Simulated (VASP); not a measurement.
# SrO (P6_3/mmc) in VASP: relaxation of cell and atoms with r2SCAN

Aim: the relaxation of cell and atoms of SrO with r2SCAN.

All numbers are computed with VASP 6.6.1; they aren't measurements. Logs are shortened: lines on timing, memory, paths and dates and some standing lists are left out, and cuts for length are marked.

## Step 1: The cell of the first run

The structure is hexagonal, space group P6_3/mmc (No. 194). Conventional cell: a = 3.589 Å, b = 3.589 Å, c = 6.308 Å, α = 90.00°, β = 90.00°, γ = 120.00°. Within 3.4 Å of Sr (site symmetry -3m) lie 6 O at 2.60 Å and 2 Sr at 3.15 Å. Within 3.4 Å of O (site symmetry -6m2) lie 6 Sr at 2.60 Å.

## Step 2: Relaxation of cell and atoms, r2SCAN

The input, POSCAR:

```
SrO
1.0
    3.5888947793      0.0000000000      0.0000000000
   -1.7944473897      3.1080740504      0.0000000000
    0.0000000000      0.0000000000      6.3077390201
Sr O
2 2
Direct
    0.0000000000      0.0000000000      0.0000000000
    0.0000000000      0.0000000000      0.5000000000
    0.3333333333      0.6666666667      0.2500000000
    0.6666666667      0.3333333333      0.7500000000
```

The input, INCAR.step1:

```
PREC = Accurate
ENCUT = 600
ISMEAR = -1
SIGMA = 0.02
LREAL = False
LASPH = True
NELM = 60
GGA = PE
ALGO = Normal
EDIFF = 1E-4
LWAVE = True
LCHARG = False
```

The input, INCAR.step2:

```
PREC = Accurate
ENCUT = 600
EDIFF = 1E-6
ISMEAR = -1
SIGMA = 0.02
LREAL = False
LASPH = True
NELM = 60
ALGO = Normal
ISIF = 3
LWAVE = False
LCHARG = False
METAGGA = R2SCAN
LMIXTAU = True
IBRION = 2
NSW = 80
EDIFFG = -0.005
ISTART = 1
```

The input, KPOINTS:

```
Automatic mesh
0
Gamma
  12 12 4
```

Potentials or basis: VASP PAW PBE potentials, release 64 (Sr_sv, O).

Launch:

```bash
> cat potpaw_PBE.64/Sr_sv/POTCAR potpaw_PBE.64/O/POTCAR > POTCAR
> cp INCAR.step1 INCAR
> mpirun -np 1 vasp_std > vasp.out
> cp INCAR.step2 INCAR
> mpirun -np 1 vasp_std > vasp.out
```

OUTCAR:

```text
PREC = Accurate
   ENCUT = 600
   EDIFF = 1E-6
   ISMEAR = -1
   LREAL = False
   LASPH = True
   NELM = 60
   ISIF = 3
   METAGGA = R2SCAN
   IBRION = 2
   NSW = 80
   EDIFFG = -0.005
   ISTART = 1

 ion  position               nearest neighbor table
   1  0.000  0.000  0.000-   3 2.60   4 2.60   4 2.60   3 2.60   4 2.60   3 2.60   2 3.15   2 3.15
                             2 4.78   2 4.78   2 4.78   2 4.78   2 4.78   2 4.78   2 4.78   2 4.78
   2  0.000  0.000  0.500-   3 2.60   4 2.60   4 2.60   3 2.60   4 2.60   3 2.60   1 3.15   1 3.15
                             1 4.78   1 4.78   1 4.78   1 4.78   1 4.78   1 4.78   1 4.78   1 4.78
   3  0.333  0.667  0.250-   1 2.60   2 2.60   1 2.60   2 2.60   1 2.60   2 2.60
   4  0.667  0.333  0.750-   1 2.60   2 2.60   1 2.60   2 2.60   1 2.60   2 2.60

  LATTYP: Found a hexagonal cell.
 ALAT       =     3.5888947793
 C/A-ratio  =     1.7575714553

  Lattice vectors:

 A1 = (   3.5888947793,   0.0000000000,   0.0000000000)
 A2 = (  -1.7944473897,   3.1080740504,   0.0000000000)
 A3 = (   0.0000000000,   0.0000000000,   6.3077390201)

Analysis of symmetry for initial positions (statically):
=====================================================================
 Subroutine PRICEL returns:
 Original cell was already a primitive cell.

 Routine SETGRP: Setting up the symmetry group for a
 hexagonal supercell.

 Subroutine GETGRP returns: Found 24 space group operations
 (whereof 12 operations were pure point group operations)
 out of a pool of 24 trial point group operations.

The static configuration has the point symmetry D_3d.
 The point group associated with its full space group is D_6h.

Analysis of symmetry for dynamics (positions and initial velocities):
=====================================================================
 Subroutine PRICEL returns:
 Original cell was already a primitive cell.

 Routine SETGRP: Setting up the symmetry group for a
 hexagonal supercell.

 Subroutine GETGRP returns: Found 24 space group operations
 (whereof 12 operations were pure point group operations)
 out of a pool of 24 trial point group operations.

The dynamic configuration has the point symmetry D_3d.
 The point group associated with its full space group is D_6h.

 Subroutine INISYM returns: Found 24 space group operations
 (whereof 12 operations are pure point group operations),
 and found     1 'primitive' translations

----------------------------------------------------------------------------------------

                                     Primitive cell

  volume of cell :      70.3600
[... 104 lines left out ...]
   NELECT =      32.0000    total number of electrons
   NUPDOWN=      -1.0000    fix difference up-down
   EMIN   =  10.00;   EMAX   =-10.00  energy-range for DOS
   EFERMI =   0.00;   METHOD = LEGACY
   ISMEAR =    -1;   SIGMA  =   0.02  broadening in eV -4-tet -1-fermi 0-gaus
   EFERMI_NEDOS =   21; number of points for ismear=-14 and -15
   IALGO  =     38    algorithm
   IMIX   =      4    mixing-type and parameters
     AMIX     =   0.40;   BMIX     =  1.00
     AMIX_MAG =   1.60;   BMIX_MAG =  1.00
  volume/ion in A,a.u.               =      17.59       118.70
  Fermi-wavevector in a.u.,A,eV,Ry     =   1.258972  2.379113 21.565392  1.585012
  Thomas-Fermi vector in A             =   2.392555
   LORBIT       =      0    0 simple, 1 ext, 2 COOP (PROOUT), +10 PAW based schemes
   METAGGA = R2SCAN    functional components
   LHFCALC =     F    Hartree Fock is set to
   AEXX    =    0.0000 exact exchange contribution
   IVDW    =     0    specifies the selected vdW correction
   LEPSILON=     F    determine dielectric tensor
   LRPA    =     F    only Hartree local field effects (RPA)
 conjugate gradient relaxation of ions
 non-spin polarized calculation
  energy-cutoff  :      600.00
  volume of cell :       70.36
 maximum number of plane-waves:      2373
 NGX is ok and might be reduce to    30
   NGX = 15   NGY = 15   NGZ = 25

--------------------------------------- Ionic step        1  -------------------------------------------

 number of electron      31.9999999 magnetization

 Free energy of the ion-electron system (eV)
  ---------------------------------------------------
  ext. energy  EPLUGINS =         0.00000000
  ---------------------------------------------------
  free energy    TOTEN  =       -53.50429123 eV

  energy without entropy =      -53.50429123  energy(sigma->0) =      -53.50429123

------------------------ aborting loop because EDIFF is reached ----------------------------------------

  FORCE on cell =-STRESS in cart. coord.  units (eV):
  Direction    XX          YY          ZZ          XY          YZ          ZX
  --------------------------------------------------------------------------------------
  -------------------------------------------------------------------------------------
  Total       -0.6230255     -0.6230255     -0.7641291      0.0000000      0.0000000      0.0000000
  in kB      -14.1870006    -14.1870006    -17.4000906      0.0000000      0.0000000      0.0000000
  external PRESSURE =     -15.2580306 kB  Pullay stress =       0.0000000 kB
[... 139 lines left out ...]
--------------------------------------- Ionic step        5  -------------------------------------------

 number of electron      32.0000003 magnetization

 Free energy of the ion-electron system (eV)
  ---------------------------------------------------
  ext. energy  EPLUGINS =         0.00000000
  ---------------------------------------------------
  free energy    TOTEN  =       -53.51024102 eV

  energy without entropy =      -53.51024102  energy(sigma->0) =      -53.51024102

 E-fermi :   1.7940     XC(G=0): -10.4895

 val. band max:        1.3706709056   @ k =   0.0000   0.0000   0.0000
 cond. band min:       5.2952681985   @ k =   0.0000   0.0000   0.0000
 fundamental gap:      3.9245972929
 Fermi energy:         1.7940225057

 k-point     1 :       0.0000    0.0000    0.0000
  band No.  band energies     occupation
      1     -32.5981      2.00000
      2     -32.3892      2.00000
      3     -16.4010      2.00000
      4     -14.7023      2.00000
      5     -13.6252      2.00000
      6     -13.6252      2.00000
[... 541 lines left out ...]
     19       8.2724      0.00000
     20       8.9263      0.00000

 [... further k-points ...]

------------------------ aborting loop because EDIFF is reached ----------------------------------------

  FORCE on cell =-STRESS in cart. coord.  units (eV):
  Direction    XX          YY          ZZ          XY          YZ          ZX
  --------------------------------------------------------------------------------------
  -------------------------------------------------------------------------------------
  Total       -0.0121978     -0.0121978     -0.0126568      0.0000000      0.0000000      0.0000000
  in kB       -0.2825707     -0.2825707     -0.2932033      0.0000000      0.0000000      0.0000000
  external PRESSURE =      -0.2861149 kB  Pullay stress =       0.0000000 kB
[... 19 lines left out ...]
  FREE ENERGIE OF THE ION-ELECTRON SYSTEM (eV)
  ---------------------------------------------------
  free  energy   TOTEN  =       -53.5102410179 eV

  energy  without entropy=      -53.5102410179  energy(sigma->0) =      -53.51024102

 reached required accuracy - stopping structural energy minimisation
```

OUTCAR.step1:

```text
PREC = Accurate
   ENCUT = 600
   ISMEAR = -1
   LREAL = False
   LASPH = True
   NELM = 60
[... 784 lines left out ...]
      0.00000      0.00000      3.15387         0.000000      0.000000      0.000000
     -0.00000      2.07205      1.57693        -0.000000      0.000000     -0.000000
      1.79445      1.03602      4.73080         0.000000     -0.000000     -0.000000
 -----------------------------------------------------------------------------------
    total drift:                               -0.000000      0.000000     -0.000000

  FREE ENERGIE OF THE ION-ELECTRON SYSTEM (eV)
  ---------------------------------------------------
  free  energy   TOTEN  =       -23.5045523048 eV

  energy  without entropy=      -23.5045523048  energy(sigma->0) =      -23.50455230
```

OSZICAR.step1:

```text
N       E                     dE             d eps       ncg     rms          rms(c)
DAV:   1     0.216660580786E+03    0.21666E+03   -0.18704E+04  2280   0.173E+03
DAV:   2    -0.161712845165E+02   -0.23283E+03   -0.22365E+03  3236   0.343E+02
DAV:   3    -0.275972671724E+02   -0.11426E+02   -0.11373E+02  3340   0.734E+01
DAV:   4    -0.279602169869E+02   -0.36295E+00   -0.36225E+00  3408   0.104E+01
DAV:   5    -0.279650308685E+02   -0.48139E-02   -0.48135E-02  2896   0.125E+00    0.219E+01
DAV:   6    -0.236536642955E+02    0.43114E+01   -0.28822E+01  2508   0.290E+01    0.280E+01
DAV:   7    -0.235768335557E+02    0.76831E-01   -0.20061E+00  3144   0.852E+00    0.184E+01
DAV:   8    -0.235254653112E+02    0.51368E-01   -0.88614E-01  2464   0.653E+00    0.338E+00
DAV:   9    -0.235016440882E+02    0.23821E-01   -0.15845E-01  2976   0.270E+00    0.605E-01
DAV:  10    -0.235040574007E+02   -0.24133E-02   -0.13564E-02  2784   0.751E-01    0.129E-01
DAV:  11    -0.235045024938E+02   -0.44509E-03   -0.15851E-03  3164   0.226E-01    0.901E-02
DAV:  12    -0.235045523048E+02   -0.49811E-04   -0.92305E-05  1784   0.711E-02
   1 F= -.23504552E+02 E0= -.23504552E+02  d E =-.559560E-11
```

Run time: 11 min. Hardware: 1 thread of Intel Xeon 6975P-C (Granite Rapids), shared host; peak memory 0.28 GiB.

Results:

* Free energy: -53.5102 eV
* Relaxed volume: 17.29 Å³/atom
* Relaxed cell: a = 3.569 Å, b = 3.569 Å, c = 6.269 Å, α = 90.00°, β = 90.00°, γ = 120.00°
* Space group after relaxing (to 0.1 Å): P6_3/mmc (No. 194)
* Energy gained by relaxing: 1.5 meV/atom
* Ionic steps: 5
* Pressure after relaxing: 0.0 GPa
* Band gap on the k mesh: 3.92 eV

The path:
```
step  energy change (eV)  largest force (eV/Å)  pressure (GPa)  volume (Å³)
   1              0.0000                0.0000           -1.53        70.36
   2             -0.0050                0.0000            0.63        68.67
   3             -0.0059                0.0000            0.00        69.14
   4             -0.0059                0.0000           -0.03        69.17
   5             -0.0059                0.0000           -0.03        69.16
```

Final structure:
```
Sr O
1.0
     3.56929    0.00000    0.00000
    -1.78465    3.09110    0.00000
     0.00000    0.00000    6.26859
Sr O
2 2
Cartesian
  0.0000 0.0000 6.2686
  0.0000 0.0000 3.1343
  0.0000 2.0607 1.5671
  1.7846 1.0304 4.7014
```

Caveat: the PAW data sets were made with another functional, which shifts forces and pressure a little. A k mesh can miss the band edges.
